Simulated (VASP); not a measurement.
**Cu: single point with PBEsol**

Cu:

```
Cu
1.0
     0.00000    2.08661    1.35629
     2.08661    0.00000    1.35629
     2.08661    2.08661    0.00000
Cu
1
Direct
  0.00000 0.00000 0.00000
```

This cell differs from its parent crystal: ratio of the length along z to the lengths across it x 0.65, volume and fractional coordinates fixed.

```json
{
  "Program": "VASP 6.6.1",
  "Task": "single point",
  "Functional": "PBEsol",
  "Potentials or basis": "VASP PAW PBE potentials, release 64 (Cu)",
  "Cutoff": "520 eV",
  "k mesh": "24 × 24 × 24",
  "Occupations": "gaussian, width 0.15 eV",
  "Spin": "no spin polarisation"
}
```

```yaml
Pressure: -5.0 GPa
```

Stress tensor (GPa, compression positive):
```
-5.08  0.00  0.00
 0.00 -5.08  0.00
 0.00  0.00 -4.73
```

Levels at points of the mesh, in eV from the Fermi level:
| k point | band 2 | band 3 | band 4 | band 5 | band 6 | band 7 | band 8 | band 9 | band 10 | band 11 |
| --- | --- | --- | --- | --- | --- | --- | --- | --- | --- | --- |
| (0.00, 0.00, 0.00) | -3.31 | -2.97 | -2.97 | -2.29 | -1.93 | 24.00 | 24.00 | 26.45 | 27.91 | 28.08 |
| (0.50, 0.00, 0.00) | -3.93 | -2.13 | -1.80 | -1.35 | -0.38 | 4.68 | 16.76 | 16.80 | 20.72 | 23.63 |
| (0.50, 0.50, 0.00) | -4.60 | -1.55 | -1.55 | -1.46 | 7.13 | 7.13 | 10.38 | 12.78 | 13.43 | 16.95 |
| (0.50, 0.00, 0.50) | -3.52 | -2.38 | -2.06 | -1.39 | -1.02 | 3.75 | 19.03 | 19.25 | 22.78 | 25.57 |

It took 3.6 min on 1 thread of Intel Xeon 8259CL (shared host), peak memory 0.26 GiB.

Caveat: the PAW data sets were made with another functional, which shifts forces and pressure a little.
